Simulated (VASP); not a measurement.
# Sn (Fd-3m) in VASP: further runs, part 3 of 3

VASP 6.6.1.

## 5. Electric field gradients, LDA (volume scaled by 1.04)

File INCAR:

```
SYSTEM = Sn
PREC = Accurate ; ENCUT = 520
EDIFF = 1E-8 ; ISMEAR = -1
SIGMA = 0.03 ; LREAL = .FALSE.
LASPH = .TRUE. ; NELM = 60
ALGO = Normal ; ISIF = 2
LWAVE = .FALSE. ; LCHARG = .FALSE.
LEFG = .TRUE. ; NBANDS = 21
```

File KPOINTS:

```
Automatic mesh
0
G
  9 9 9
  0 0 0
```

File POSCAR:

```
Sn
1.0
    0.0000000000      3.2883101610      3.2883101610
    3.2883101610      0.0000000000      3.2883101610
    3.2883101610      3.2883101610      0.0000000000
Sn
2
Direct
    0.5000000000      0.5000000000      0.5000000000
    0.7500000000      0.7500000000      0.7500000000
```

Potentials or basis: VASP PAW LDA potentials, release 64 (Sn_d).

On the command line:

```sh
cat potpaw_LDA.64/Sn_d/POTCAR > POTCAR
mpirun -np 1 vasp_std > vasp.out
```

OUTCAR:

```text
SYSTEM = Sn
   PREC = Accurate
   ENCUT = 520
   EDIFF = 1E-8
   ISMEAR = -1
   LREAL = .FALSE.
   LASPH = .TRUE.
   NELM = 60
   ISIF = 2

 ion  position               nearest neighbor table
   1  0.500  0.500  0.500-   2 2.85   2 2.85   2 2.85   2 2.85
   2  0.750  0.750  0.750-   1 2.85   1 2.85   1 2.85   1 2.85

  LATTYP: Found a face centered cubic cell.
 ALAT       =     6.5766203220

  Lattice vectors:

 A1 = (   0.0000000000,   3.2883101610,   3.2883101610)
 A2 = (   3.2883101610,   0.0000000000,   3.2883101610)
 A3 = (   3.2883101610,   3.2883101610,   0.0000000000)

Analysis of symmetry for initial positions (statically):
=====================================================================
 Subroutine PRICEL returns:
 Original cell was already a primitive cell.

 Routine SETGRP: Setting up the symmetry group for a
 face centered cubic supercell.

 Subroutine GETGRP returns: Found 48 space group operations
 (whereof 24 operations were pure point group operations)
 out of a pool of 48 trial point group operations.

The static configuration has the point symmetry T_d .
 The point group associated with its full space group is O_h .

Analysis of symmetry for dynamics (positions and initial velocities):
=====================================================================
 Subroutine PRICEL returns:
 Original cell was already a primitive cell.

 Routine SETGRP: Setting up the symmetry group for a
 face centered cubic supercell.

 Subroutine GETGRP returns: Found 48 space group operations
 (whereof 24 operations were pure point group operations)
 out of a pool of 48 trial point group operations.

[... 148 lines left out ...]
 E-fermi :   4.8502     XC(G=0):  -9.0232

 val. band max:        4.8180439814   @ k =   0.1111   0.0000   0.0000
 cond. band min:       4.9461990106   @ k =   0.3333   0.0000   0.0000
 fundamental gap:      0.1281550292
 Fermi energy:         4.8502170914

 k-point     1 :       0.0000    0.0000    0.0000
  band No.  band energies     occupation
      1     -16.5875      2.00000
      2     -16.5875      2.00000
      3     -16.5875      2.00000
      4     -16.5314      2.00000
      5     -16.5314      2.00000
      6     -16.2509      2.00000
[... 565 lines left out ...]
     20      14.4327      0.00000
     21      15.0714      0.00000

 [... further k-points ...]
[... 5 lines left out ...]
  --------------------------------------------------------------------------------------
  -------------------------------------------------------------------------------------
  Total       -0.8370093     -0.8370093     -0.8370093      0.0000000     -0.0000000      0.0000000
  in kB      -18.8578661    -18.8578661    -18.8578661      0.0000000     -0.0000000      0.0000000
  external PRESSURE =     -18.8578661 kB  Pullay stress =       0.0000000 kB

 VOLUME and BASIS-vectors are now :
 -----------------------------------------------------------------------------
  energy-cutoff  :      520.00
  volume of cell :       71.11
      direct lattice vectors                 reciprocal lattice vectors
     0.000000000  3.288310161  3.288310161    -0.152053783  0.152053783  0.152053783
     3.288310161  0.000000000  3.288310161     0.152053783 -0.152053783  0.152053783
     3.288310161  3.288310161  0.000000000     0.152053783  0.152053783 -0.152053783

 POSITION                                       TOTAL-FORCE (eV/Angst)
 -----------------------------------------------------------------------------------
      3.28831      3.28831      3.28831        -0.000000     -0.000000     -0.000000
      4.93247      4.93247      4.93247         0.000000      0.000000      0.000000
 -----------------------------------------------------------------------------------
    total drift:                                0.000000      0.000000      0.000000

  FREE ENERGIE OF THE ION-ELECTRON SYSTEM (eV)
  ---------------------------------------------------
  free  energy   TOTEN  =        -8.9185600579 eV

  energy  without entropy=       -8.9171254769  energy(sigma->0) =       -8.91784277

 Electric field gradients (V/A^2)
---------------------------------------------------------------------
 ion       V_xx      V_yy      V_zz      V_xy      V_xz      V_yz
---------------------------------------------------------------------
   1       0.000    -0.000     0.000     0.002     0.002     0.002
   2       0.000    -0.000     0.000     0.002     0.002     0.002
---------------------------------------------------------------------

 Electric field gradients after diagonalization (V/A^2)
 (convention: |V_zz| > |V_xx| > |V_yy|)
----------------------------------------------------------------------
 ion       V_xx      V_yy      V_zz     asymmetry (V_yy - V_xx)/ V_zz
----------------------------------------------------------------------
   1      -0.002    -0.002     0.003       0.000
   2      -0.002    -0.002     0.003       0.000
----------------------------------------------------------------------

           NMR quadrupolar parameters

 Cq : quadrupolar parameter    Cq=e*Q*V_zz/h
 eta: asymmetry parameters     (V_yy - V_xx)/ V_zz
 Q  : nuclear electric quadrupole moment in mb (millibarn)
----------------------------------------------------------------------
 ion       Cq(MHz)       eta       Q (mb)
----------------------------------------------------------------------
   1       0.000       0.000       1.000
   2       0.000       0.000       1.000
----------------------------------------------------------------------
```

stdout:

```text
POSCAR found type information on POSCAR Sn
 POSCAR found :  1 types and       2 ions
 scaLAPACK will be used
 LDA part: xc-table for (Slater(with rela. corr.)+CA(PZ))
 , standard interpolation
 POSCAR, INCAR and KPOINTS ok, starting setup
 FFT: planning ... GRIDC
 FFT: planning ... GRID_SOFT
 FFT: planning ... GRID
 WAVECAR not read
 entering main loop
ion   1

ion   2
```

Wall time 33 s (1 thread of Intel Xeon Platinum 8375C at 2.90GHz (Ice Lake), shared host); peak memory 0.19 GiB.

What came out:

```yaml
Free_energy: -8.9186 eV
Pressure: -1.9 GPa
Band_gap_on_the_k_mesh: zero (band 14 reaches 5.04 eV, above the bottom of band 15 at 4.79 eV)
```

Levels at points of the mesh, in eV from the Fermi level:
```csv
k point,band 11,band 12,band 13,band 14,band 15,band 16,band 17,band 18
"(0.00, 0.00, 0.00)",-10.29,-0.97,0.19,0.19,0.19,2.24,2.24,2.24
```

Caveat: without QUAD_EFG the Cq values of the log hold for a quadrupole moment of 1 mb, not for the nuclei; spin-orbit coupling is left out, which moves the levels of the heavy elements.

## 6. Electric field gradients, LDA (volume scaled by 1.04)

File INCAR:

```
SYSTEM = Sn
ALGO = Normal
EDIFF = 1E-8
ENCUT = 520
GGA = CA
ISIF = 2
ISMEAR = -1
LASPH = .TRUE.
LCHARG = .FALSE.
LEFG = .TRUE.
LREAL = .FALSE.
LWAVE = .FALSE.
NBANDS = 21
NELM = 80
PREC = Accurate
SIGMA = 0.03
```

File KPOINTS:

```
k-points
0
G
  9 9 9
  0 0 0
```

POSCAR is that of step 5.

Potentials or basis: VASP PAW LDA potentials, release 64 (Sn_d).

On the command line:

```sh
cat potpaw_LDA.64/Sn_d/POTCAR > POTCAR
mpirun -np 1 vasp_std > vasp.out
```

OUTCAR:

```text
SYSTEM = Sn
   EDIFF = 1E-8
   ENCUT = 520
   GGA = CA
   ISIF = 2
   ISMEAR = -1
   LASPH = .TRUE.
   LREAL = .FALSE.
   NELM = 80
   PREC = Accurate

 ion  position               nearest neighbor table
   1  0.500  0.500  0.500-   2 2.85   2 2.85   2 2.85   2 2.85
   2  0.750  0.750  0.750-   1 2.85   1 2.85   1 2.85   1 2.85

  LATTYP: Found a face centered cubic cell.
 ALAT       =     6.5766203220

  Lattice vectors:

 A1 = (   0.0000000000,   3.2883101610,   3.2883101610)
 A2 = (   3.2883101610,   0.0000000000,   3.2883101610)
[... 789 lines left out ...]
  ---------------------------------------------------
  free  energy   TOTEN  =        -8.9185600579 eV

  energy  without entropy=       -8.9171254769  energy(sigma->0) =       -8.91784277

 Electric field gradients (V/A^2)
---------------------------------------------------------------------
 ion       V_xx      V_yy      V_zz      V_xy      V_xz      V_yz
---------------------------------------------------------------------
   1       0.000    -0.000     0.000     0.002     0.002     0.002
   2       0.000    -0.000     0.000     0.002     0.002     0.002
---------------------------------------------------------------------

 Electric field gradients after diagonalization (V/A^2)
 (convention: |V_zz| > |V_xx| > |V_yy|)
----------------------------------------------------------------------
 ion       V_xx      V_yy      V_zz     asymmetry (V_yy - V_xx)/ V_zz
----------------------------------------------------------------------
   1      -0.002    -0.002     0.003       0.000
   2      -0.002    -0.002     0.003       0.000
----------------------------------------------------------------------

           NMR quadrupolar parameters

 Cq : quadrupolar parameter    Cq=e*Q*V_zz/h
 eta: asymmetry parameters     (V_yy - V_xx)/ V_zz
 Q  : nuclear electric quadrupole moment in mb (millibarn)
----------------------------------------------------------------------
 ion       Cq(MHz)       eta       Q (mb)
----------------------------------------------------------------------
   1       0.000       0.000       1.000
   2       0.000       0.000       1.000
----------------------------------------------------------------------
```

OSZICAR:

```text
N       E                     dE             d eps       ncg     rms          rms(c)
DAV:   1     0.229482751944E+03    0.22948E+03   -0.14930E+04  1490   0.191E+03
DAV:   2     0.165315932699E+02   -0.21295E+03   -0.20828E+03  1480   0.444E+02
DAV:   3    -0.820052550530E+01   -0.24732E+02   -0.24605E+02  1705   0.142E+02
DAV:   4    -0.900451694968E+01   -0.80399E+00   -0.80367E+00  1660   0.291E+01
DAV:   5    -0.903255147955E+01   -0.28035E-01   -0.28034E-01  2162   0.530E+00    0.311E+00
DAV:   6    -0.895589399015E+01    0.76657E-01   -0.37538E-02  1899   0.216E+00    0.175E+00
DAV:   7    -0.891796716499E+01    0.37927E-01   -0.53757E-02  1560   0.204E+00    0.140E-01
DAV:   8    -0.891846698503E+01   -0.49982E-03   -0.49877E-03  1680   0.771E-01    0.524E-02
DAV:   9    -0.891856089887E+01   -0.93914E-04   -0.16383E-04  1964   0.910E-02    0.135E-02
DAV:  10    -0.891855954588E+01    0.13530E-05   -0.12654E-05  1999   0.403E-02    0.393E-03
DAV:  11    -0.891856006002E+01   -0.51414E-06   -0.10802E-06  1632   0.670E-03    0.119E-03
DAV:  12    -0.891856005789E+01    0.21319E-08   -0.45500E-08  1601   0.166E-03
   1 F= -.89185601E+01 E0= -.89178428E+01  d E =-.143458E-02
```

It took 34 s on 1 thread of Intel Xeon Platinum 8375C at 2.90GHz (Ice Lake), shared host; peak memory 0.18 GiB.

What came out:

```yaml
Free_energy: -8.9186 eV
Pressure: -1.9 GPa
Band_gap_on_the_k_mesh: zero (band 14 reaches 5.04 eV, above the bottom of band 15 at 4.79 eV)
```

Levels at points of the mesh, in eV from the Fermi level:
```tsv
k point	band 10	band 11	band 12	band 13	band 14	band 15	band 16	band 17	band 18	band 19
(0.00, 0.00, 0.00)	-21.10	-10.29	-0.97	0.19	0.19	0.19	2.24	2.24	2.24	4.92
```

Caveat: without QUAD_EFG the Cq values of the log hold for a quadrupole moment of 1 mb, not for the nuclei; spin-orbit coupling is left out, which moves the levels of the heavy elements.

## 7. Summary

| cell | gap on the mesh (eV) | pressure (GPa) |
| --- | --- | --- |
| a = 4.559 Å, angles 60.0°, 2 atoms | none | 0.5 |
| a = 4.605 Å, angles 60.0°, 2 atoms | none | -0.8 |
| a = 4.650 Å, angles 60.0°, 2 atoms | none | -1.9 |

Alike in all rows: task electric field gradients; level LDA; potentials or basis VASP PAW LDA potentials, release 64 (Sn_d); no spin polarisation; k mesh 9 × 9 × 9; cutoff (eV) 520; smearing fermi-dirac 0.03 eV.

Caveats: spin-orbit coupling is left out, which moves the levels of the heavy elements.

Total energies depend on the potentials used, so only differences within one code and one set of settings carry meaning.
